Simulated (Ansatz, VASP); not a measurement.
# Si2P: VASP beside Ansatz

The input INCAR:

```
SYSTEM = Si2P
ALGO = Normal
EDIFF = 1E-7
ENCUT = 520
GGA = PE
ISIF = 2
ISMEAR = 0
LASPH = .True.
LCHARG = .False.
LREAL = .False.
LWAVE = .False.
NBANDS = 22
NELM = 80
PREC = Accurate
SIGMA = 0.1
```

KPOINTS

```
k-points
0
Gamma
  6 6 4
  0 0 0
```

POSCAR

```
Si2P
1.0
    4.8264114700      0.0000000000      0.0000000000
   -2.4132057300      4.1797949400      0.0000000000
    0.0000000000      0.0000000000      6.0780525400
Si P
4 2
Direct
    0.0000000000      0.0000000000      0.0000000000
    0.0000000000      0.0000000000      0.5000000000
    0.3333333300      0.6666666700      0.7500000000
    0.6666666700      0.3333333300      0.2500000000
    0.3333333300      0.6666666700      0.2500000000
    0.6666666700      0.3333333300      0.7500000000
```

Input for Ansatz:

```yaml
crystal:
  lattice:
    - [4.82641147, 0.0, 0.0]
    - [-2.41320573, 4.17979494, 0.0]
    - [0.0, 0.0, 6.07805254]
  atoms:
    - { symbol: Si, position: [0.0, 0.0, 0.0] }
    - { symbol: Si, position: [0.0, 0.0, 0.5] }
    - { symbol: Si, position: [0.33333333, 0.66666667, 0.75] }
    - { symbol: Si, position: [0.66666667, 0.33333333, 0.25] }
    - { symbol: P, position: [0.33333333, 0.66666667, 0.25] }
    - { symbol: P, position: [0.66666667, 0.33333333, 0.75] }
basis:
  ecutwfc: 420
kpoints:
  mp_grid: { grid: [6, 6, 4] }
hamiltonian:
  xc: pbe
scf:
  occupations: { method: gaussian, width: 0.1 }
  lower_state_search: "off"
output:
  forces: true
  stress: true
  eigenvalues: true
```

Change from the starting cell: species swapped into the Sc2Al type (P6_3/mmc, No. 194).

Alike in both runs: task single point; functional PBE; k mesh 6 × 6 × 4; occupations gaussian, width 0.1 eV; no spin polarisation.

|  | VASP | Ansatz |
| --- | --- | --- |
| version | VASP 6.6.1 | Ansatz 0.2.0 |
| potentials or method | VASP PAW PBE potentials, release 64 (Si, P), cutoff 520 eV | scalar-relativistic, plane waves, PAW |
| valence electrons in the cell | 26 | 26 |

```tsv
	VASP	Ansatz	Ansatz less VASP
gap on the k mesh at the Fermi level (eV)	none	none	-
pressure (GPa)	-14.0	-14.0	+0.01
traceless stress, the component that is largest in VASP (GPa)	-1.23	-1.23	-0.002
```

A gap of «none» marks a metal or a gap that the smearing closes.
